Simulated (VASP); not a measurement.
# CdI2 (P-3m1) in VASP: further runs

Runs on CdI2. Level: PBEsol. Tasks: single point.

All numbers are computed with VASP 6.6.1; they aren't measurements. Logs are shortened: lines on timing, memory, paths and dates and some standing lists are left out, and cuts for length are marked.

## 1. The cell of the first run

Symmetry: P-3m1, No. 164, trigonal system. Conventional cell: a = 4.247 Å, b = 4.247 Å, c = 6.895 Å, α = 90.00°, β = 90.00°, γ = 120.00°. Cd (site symmetry -3m) has 6 I at 2.99 Å within 3.9 Å. I (site symmetry 3m) has 3 Cd at 2.99 Å within 3.9 Å.

## 2. Single point, PBEsol

INCAR

```
SYSTEM = CdI2
  PREC = Accurate
  ENCUT = 500
  EDIFF = 1E-6
  ISMEAR = 0
  SIGMA = 0.01
  LREAL = .FALSE.
  LASPH = .TRUE.
  NELM = 120
  ALGO = Normal
  ISIF = 2
  LWAVE = .FALSE.
  LCHARG = .TRUE.
  GGA = PS
  LELF = .TRUE.
  LVHAR = .TRUE.
  NBANDS = 20
  GGA_COMPAT = .FALSE.
```

KPOINTS

```
regular mesh
0
G
  8 8 1
  0 0 0
```

POSCAR

```
CdI2
1.0
    4.2470087284      0.0000000000      0.0000000000
   -2.1235043642      3.6780174489      0.0000000000
    0.0000000000      0.0000000000      6.8950251473
Cd I
1 2
Direct
    0.0000000000      0.0000000000      0.0000000000
    0.3333333333      0.6666666667      0.2493934756
    0.6666666667      0.3333333333      0.7506065244
```

Potentials or basis: VASP PAW PBE potentials, release 64 (Cd, I).

Started as:

```
> cat potpaw_PBE.64/Cd/POTCAR potpaw_PBE.64/I/POTCAR > POTCAR
> mpirun -np 1 vasp_std > vasp.out
```

OUTCAR:

```text
SYSTEM = CdI2
   PREC = Accurate
   ENCUT = 500
   EDIFF = 1E-6
   ISMEAR = 0
   LREAL = .FALSE.
   LASPH = .TRUE.
   NELM = 120
   ISIF = 2
   GGA = PS

 ion  position               nearest neighbor table
   1  0.000  0.000  0.000-   2 2.99   3 2.99   3 2.99   2 2.99   3 2.99   2 2.99
   2  0.333  0.667  0.249-   1 2.99   1 2.99   1 2.99
   3  0.667  0.333  0.751-   1 2.99   1 2.99   1 2.99

  LATTYP: Found a hexagonal cell.
 ALAT       =     4.2470087284
 C/A-ratio  =     1.6235015250

  Lattice vectors:

 A1 = (   4.2470087284,   0.0000000000,   0.0000000000)
 A2 = (  -2.1235043642,   3.6780174489,   0.0000000000)
 A3 = (   0.0000000000,   0.0000000000,   6.8950251473)

Analysis of symmetry for initial positions (statically):
=====================================================================
 Subroutine PRICEL returns:
 Original cell was already a primitive cell.

 Routine SETGRP: Setting up the symmetry group for a
 hexagonal supercell.

 Subroutine GETGRP returns: Found 12 space group operations
 (whereof 12 operations were pure point group operations)
 out of a pool of 24 trial point group operations.

The static configuration has the point symmetry D_3d.

Analysis of symmetry for dynamics (positions and initial velocities):
=====================================================================
 Subroutine PRICEL returns:
 Original cell was already a primitive cell.

 Routine SETGRP: Setting up the symmetry group for a
 hexagonal supercell.

 Subroutine GETGRP returns: Found 12 space group operations
 (whereof 12 operations were pure point group operations)
 out of a pool of 24 trial point group operations.

The dynamic configuration has the point symmetry D_3d.

 Subroutine INISYM returns: Found 12 space group operations
 (whereof 12 operations are pure point group operations),
 and found     1 'primitive' translations

----------------------------------------------------------------------------------------

                                     Primitive cell

  volume of cell :     107.7042

  direct lattice vectors                    reciprocal lattice vectors
     4.247008728  0.000000000  0.000000000     0.235459841  0.135942803  0.000000000
    -2.123504364  3.678017449  0.000000000     0.000000000  0.271885605  0.000000000
     0.000000000  0.000000000  6.895025147     0.000000000  0.000000000  0.145032103

  length of vectors
     4.247008728  4.247008728  6.895025147     0.271885605  0.271885605  0.145032103

[... 66 lines left out ...]
   NELM   =    120;   NELMIN=  2; NELMDL= -5     # of ELM steps
   EDIFF  = 0.1E-05   stopping-criterion for ELM
   LREAL  =      F    real-space projection
   EDIFFG = 0.1E-04   stopping-criterion for IOM
   NSW    =      0    number of steps for IOM
   IBRION =     -1    ionic relax: 0-MD 1-quasi-New 2-CG
   NFREE  =      0    steps in history (QN), initial steepest desc. (CG)
   ISIF   =      2    stress and relaxation
   ISYM   =      2    0-nonsym 1-usesym 2-fastsym
   POTIM  = 0.5000    time-step for ionic-motion
   TEBEG  =    0.0;   TEEND  =   0.0 temperature during run
   PSTRESS=    0.0 pullay stress
   NELECT =      26.0000    total number of electrons
   NUPDOWN=      -1.0000    fix difference up-down
   EMIN   =  10.00;   EMAX   =-10.00  energy-range for DOS
   EFERMI =   0.00;   METHOD = LEGACY
   ISMEAR =     0;   SIGMA  =   0.01  broadening in eV -4-tet -1-fermi 0-gaus
   EFERMI_NEDOS =   21; number of points for ismear=-14 and -15
   IALGO  =     38    algorithm
   IMIX   =      4    mixing-type and parameters
     AMIX     =   0.40;   BMIX     =  1.00
     AMIX_MAG =   1.60;   BMIX_MAG =  1.00
  volume/ion in A,a.u.               =      35.90       242.27
  Fermi-wavevector in a.u.,A,eV,Ry     =   1.019346  1.926285 14.137359  1.039067
  Thomas-Fermi vector in A             =   2.152855
   LORBIT       =      0    0 simple, 1 ext, 2 COOP (PROOUT), +10 PAW based schemes
   GGA     = PS    functional components
   LHFCALC =     F    Hartree Fock is set to
   AEXX    =    0.0000 exact exchange contribution
   IVDW    =     0    specifies the selected vdW correction
   LEPSILON=     F    determine dielectric tensor
   LRPA    =     F    only Hartree local field effects (RPA)
 non-spin polarized calculation
 Gauss-broadening in eV      SIGMA  =   0.01
  energy-cutoff  :      500.00
  volume of cell :      107.70
 maximum number of plane-waves:      2755
 NGX is ok and might be reduce to    32
   NGX = 15   NGY = 15   NGZ = 25

 number of electron      25.9999997 magnetization

 Free energy of the ion-electron system (eV)
  ---------------------------------------------------
  ext. energy  EPLUGINS =         0.00000000
  ---------------------------------------------------
  free energy    TOTEN  =        -6.44484039 eV

  energy without entropy =       -6.44484039  energy(sigma->0) =       -6.44484039

 E-fermi :   1.8447     XC(G=0):  -8.7317

 val. band max:        1.7963821152   @ k =   0.1250  -0.0000   0.0000
 cond. band min:       4.1836990021   @ k =   0.0000   0.0000   0.0000
 fundamental gap:      2.3873168869
 Fermi energy:         1.8447215389

 k-point     1 :       0.0000    0.0000    0.0000
  band No.  band energies     occupation
      1     -10.3043      2.00000
      2      -9.6085      2.00000
      3      -5.7032      2.00000
      4      -5.7032      2.00000
      5      -5.5911      2.00000
      6      -5.5029      2.00000
[... 219 lines left out ...]
     19      10.1085      0.00000
     20      10.6589      0.00000

------------------------ aborting loop because EDIFF is reached ----------------------------------------

  FORCE on cell =-STRESS in cart. coord.  units (eV):
  Direction    XX          YY          ZZ          XY          YZ          ZX
  --------------------------------------------------------------------------------------
  -------------------------------------------------------------------------------------
  Total       -0.3980007     -0.3980007     -1.0781971     -0.0000000      0.0000000      0.0000000
  in kB       -5.9205434     -5.9205434    -16.0389509     -0.0000000      0.0000000      0.0000000
  external PRESSURE =      -9.2933459 kB  Pullay stress =       0.0000000 kB

 VOLUME and BASIS-vectors are now :
 -----------------------------------------------------------------------------
  energy-cutoff  :      500.00
  volume of cell :      107.70
      direct lattice vectors                 reciprocal lattice vectors
     4.247008728  0.000000000  0.000000000     0.235459841  0.135942803  0.000000000
    -2.123504364  3.678017449  0.000000000     0.000000000  0.271885605  0.000000000
     0.000000000  0.000000000  6.895025147     0.000000000  0.000000000  0.145032103

 POSITION                                       TOTAL-FORCE (eV/Angst)
 -----------------------------------------------------------------------------------
      0.00000      0.00000      0.00000         0.000000      0.000000      0.000000
     -0.00000      2.45201      1.71957         0.000000     -0.000000     -0.071870
      2.12350      1.22601      5.17545        -0.000000      0.000000      0.071870
 -----------------------------------------------------------------------------------
    total drift:                                0.000000     -0.000000      0.000000

  FREE ENERGIE OF THE ION-ELECTRON SYSTEM (eV)
  ---------------------------------------------------
  free  energy   TOTEN  =        -6.4448403853 eV

  energy  without entropy=       -6.4448403853  energy(sigma->0) =       -6.44484039
```

Wall time 16 s (1 thread of Intel Xeon Platinum 8375C at 2.90GHz (Ice Lake), shared host); peak memory 0.22 GiB.

Results:

* Free energy: -6.4448 eV
* Pressure: -0.9 GPa
* Largest force: 0.072 eV/Å
* Band gap on the k mesh: 2.39 eV, indirect (least direct gap 2.49 eV)

Forces on the atoms (eV/Å):
```
Cd   0.000  0.000  0.000
I    0.000  0.000 -0.072
I    0.000  0.000  0.072
```

Stress tensor (GPa, compression positive):
```
-0.59  0.00  0.00
 0.00 -0.59  0.00
 0.00  0.00 -1.60
```

Levels at points of the mesh, in eV from the valence-band top:
| k point | band 9 | band 10 | band 11 | band 12 | band 13 | band 14 | band 15 | band 16 | band 17 | band 18 |
| --- | --- | --- | --- | --- | --- | --- | --- | --- | --- | --- |
| (0.00, 0.00, 0.00) | -0.26 | -0.26 | -0.11 | -0.11 | -0.11 | 2.39 | 4.38 | 6.31 | 6.31 | 8.30 |
| (0.50, 0.00, 0.00) | -2.74 | -1.96 | -1.48 | -0.67 | -0.09 | 2.63 | 4.91 | 5.87 | 6.48 | 7.51 |

Caveat: the k points lie up to 0.91 Å⁻¹ apart; the PAW data sets were made with another functional, which shifts forces and pressure a little; spin-orbit coupling is left out, which moves the levels of the heavy elements; this functional lacks dispersion, which binds the layers, so the pressure and a relaxed spacing across them are unreliable.

## 3. Single point, PBEsol

INCAR

```
PREC = Accurate
ENCUT = 500
EDIFF = 1E-6
ISMEAR = 0
SIGMA = 0.01
LREAL = F
LASPH = T
NELM = 120
ALGO = Normal
ISIF = 2
LWAVE = F
LCHARG = F
GGA = PS
NBANDS = 20
GGA_COMPAT = F
```

KPOINTS

```
regular mesh
0
Gamma
  6 6 4
```

POSCAR is that of step 2.

Potentials or basis: VASP PAW PBE potentials, release 64 (Cd, I).

Started as:

```
> cat potpaw_PBE.64/Cd/POTCAR potpaw_PBE.64/I/POTCAR > POTCAR
> mpirun -np 1 vasp_std > vasp.out
```

It took 29 s on 1 thread of Intel Xeon Platinum 8375C at 2.90GHz (Ice Lake), shared host; peak memory 0.24 GiB.

Results (log left out):

- Free energy: -6.3718 eV
- Pressure: -0.5 GPa
- Largest force: 0.123 eV/Å
- Band gap on the k mesh: 2.29 eV, indirect (least direct gap 2.49 eV)

Forces in eV/Å, atoms in the order of the input:
```
Cd   0.000  0.000  0.000
I    0.000  0.000 -0.123
I    0.000  0.000  0.123
```

Levels at points of the mesh, in eV from the valence-band top:
```tsv
k point	band 9	band 10	band 11	band 12	band 13	band 14	band 15	band 16	band 17	band 18
(0.00, 0.00, 0.00)	-0.29	-0.29	-0.15	-0.14	-0.14	2.35	4.34	6.27	6.27	8.26
(0.50, 0.00, 0.00)	-2.78	-2.00	-1.51	-0.71	-0.13	2.59	4.88	5.82	6.44	7.46
(0.00, 0.00, 0.50)	-1.61	-0.42	-0.42	0.00	0.00	3.51	4.37	6.06	6.06	7.67
(0.50, 0.00, 0.50)	-3.21	-1.31	-1.23	-0.50	-0.44	2.29	4.81	5.72	6.50	7.20
```

Caveat: the PAW data sets were made with another functional, which shifts forces and pressure a little; spin-orbit coupling is left out, which moves the levels of the heavy elements; this functional lacks dispersion, which binds the layers, so the pressure and a relaxed spacing across them are unreliable. A k mesh can miss the band edges.

[end of part 1 of 2]
